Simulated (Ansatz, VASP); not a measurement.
Two plane-wave programs on Pb

File INCAR:

```
SYSTEM = Pb
PREC = Accurate ; ENCUT = 520
EDIFF = 1E-7 ; ISMEAR = 0
SIGMA = 0.1 ; LREAL = .FALSE.
LASPH = .TRUE. ; NELM = 100
ALGO = Fast ; ISIF = 2
LWAVE = .FALSE. ; LCHARG = .FALSE.
GGA = PE ; NBANDS = 21
```

The input KPOINTS:

```
regular mesh
0
G
  15 15 8
  0 0 0
```

The input POSCAR:

```
Pb
1.0
    3.4700130886      0.0000000000      0.0000000000
   -1.7350065443      3.0051194862      0.0000000000
    0.0000000000      0.0000000000      5.2385567000
Pb
2
Direct
    0.3333333333      0.6666666667      0.2500000000
    0.6666666667      0.3333333333      0.7500000000
```

Input for Ansatz:

```yaml
crystal:
  lattice:
    - [3.4700130886, 0.0, 0.0]
    - [-1.7350065443, 3.0051194862, 0.0]
    - [0.0, 0.0, 5.2385567]
  atoms:
    - { symbol: Pb, position: [0.3333333333, 0.6666666667, 0.25] }
    - { symbol: Pb, position: [0.6666666667, 0.3333333333, 0.75] }
basis:
  ecutwfc: 420
kpoints:
  mp_grid: { grid: [15, 15, 8] }
hamiltonian:
  xc: pbe
scf:
  occupations: { method: gaussian, width: 0.1 }
output:
  forces: true
  stress: true
  eigenvalues: true
  populations: true
```

Alike in both runs: task single point; functional PBE; k mesh 15 × 15 × 8; occupations gaussian, width 0.1 eV; no spin polarisation.

```csv
,VASP,Ansatz
version,VASP 6.6.1,Ansatz 0.2.0
potentials or method,"VASP PAW PBE potentials, release 64 (Pb_d), cutoff 520 eV","scalar-relativistic, plane waves, PAW"
valence electrons in the cell,28,28
```

```tsv
	VASP	Ansatz	Ansatz less VASP
gap on the k mesh at the Fermi level (eV)	none	none	-
pressure (GPa)	9.1	9.2	+0.07
traceless stress, the component that is largest in VASP (GPa)	3.47	3.44	-0.029
```

A gap of «none» marks a metal or a gap that the smearing closes.

Spin-orbit coupling is off throughout.
